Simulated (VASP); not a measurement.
Set up this calculation in VASP 6.6.1, as the native input.

```
Task                   : single point
Functional             : PBE
Potentials or basis    : VASP PAW PBE potentials, release 64 (Al, As)
Cutoff                 : 520 eV
k mesh                 : 16 × 16 × 16
Occupations            : gaussian, width 0.1 eV
Spin                   : no spin polarisation
Dipole correction      : no
Further INCAR settings : ALGO = Normal; EDIFF = 1e-06; NBANDS = 17
```

The structure of AlAs3 lies in POSCAR:

```
AlAs3
1.0
   -2.3543938880      2.3543938880      3.3349622666
    2.3543938880     -2.3543938880      3.3349622666
    2.3543938880      2.3543938880     -3.3349622666
Al As
1 3
Direct
    0.0000000000      0.0000000000      0.0000000000
    0.7500000000      0.2500000000      0.5000000000
    0.2500000000      0.7500000000      0.5000000000
    0.5000000000      0.5000000000      0.0000000000
```

The cell was built from a structure type or drawn by symmetry, and may not be a known phase.

The input as run:

INCAR

```
  PREC = Accurate
  ENCUT = 520
  EDIFF = 1E-6
  ISMEAR = 0
  SIGMA = 0.1
  LREAL = False
  LASPH = True
  NELM = 60
  ALGO = Normal
  ISIF = 2
  LWAVE = False
  LCHARG = False
  GGA = PE
  NBANDS = 17
```

KPOINTS

```
regular mesh
0
Gamma
  16 16 16
```

Potentials or basis: VASP PAW PBE potentials, release 64 (Al, As).

The run is started by

```console
$ cat potpaw_PBE.64/Al/POTCAR potpaw_PBE.64/As/POTCAR > POTCAR
$ mpirun -np 1 vasp_std > vasp.out
```

It gave:

```
Pressure               : 0.1 GPa
Band gap on the k mesh : zero (bands 9 and 10 overlap by 3.19 eV)
```

Wall time 2.2 min on 1 thread of Intel(R) Xeon(R) 6975P-C (Granite Rapids), with other jobs on the host, peak memory 0.5 GiB.
